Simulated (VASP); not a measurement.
Write the native input for VASP 6.6.1 that does the following.

* Task: single point
* Functional: BLYP
* Dispersion: D3(BJ)
* Potentials or basis: VASP PAW PBE potentials, release 64 (Cu)
* Cutoff: 520 eV
* k mesh: 15 × 15 × 14
* Occupations: fermi-dirac, width 0.15 eV
* Spin: no spin polarisation
* Dipole correction: no
* Further INCAR settings: ALGO = Normal; EDIFF = 1e-06; NBANDS = 12; ISYM = 0

The structure of Cu lies in POSCAR:

```
Cu
1.0
    2.4418777247     -0.0242492057      0.0016693586
   -0.9375272531      2.2548608596      0.0016693586
   -0.7507912964     -1.1132537576      2.0366828964
Cu
1
Direct
    0.0000000000      0.0000000000      0.0000000000
```

The input as run:

INCAR

```
SYSTEM = Cu
  PREC = Accurate
  ENCUT = 520
  EDIFF = 1E-6
  ISMEAR = -1
  SIGMA = 0.15
  LREAL = .FALSE.
  LASPH = .TRUE.
  NELM = 80
  ALGO = Normal
  ISIF = 2
  LWAVE = .FALSE.
  LCHARG = .FALSE.
  GGA = B5
  ALDAX = 1.0
  AGGAX = 1.0
  AGGAC = 1.0
  ALDAC = 0.0
  IVDW = 12
  VDW_S6 = 1.0
  VDW_S8 = 2.6996
  VDW_A1 = 0.4298
  VDW_A2 = 4.2359
  NBANDS = 12
  ISYM = 0
```

KPOINTS

```
regular mesh
0
G
  15 15 14
  0 0 0
```

Potentials or basis: VASP PAW PBE potentials, release 64 (Cu).

Run with:

```bash
$ cat potpaw_PBE.64/Cu/POTCAR > POTCAR
$ mpirun -np 1 vasp_std > vasp.out
```

Results of the run:

```yaml
Pressure: 0.7 GPa
Dispersion_energy_per_atom: -1.396 eV
```

Caveat: the PAW data sets were made with another functional, which shifts forces and pressure a little; pairwise dispersion overbinds metals, which lowers pressure and volume.

Wall time 60 s on 1 thread of Intel(R) Xeon(R) 6975P-C (Granite Rapids), with other jobs on the host, peak memory 0.31 GiB.
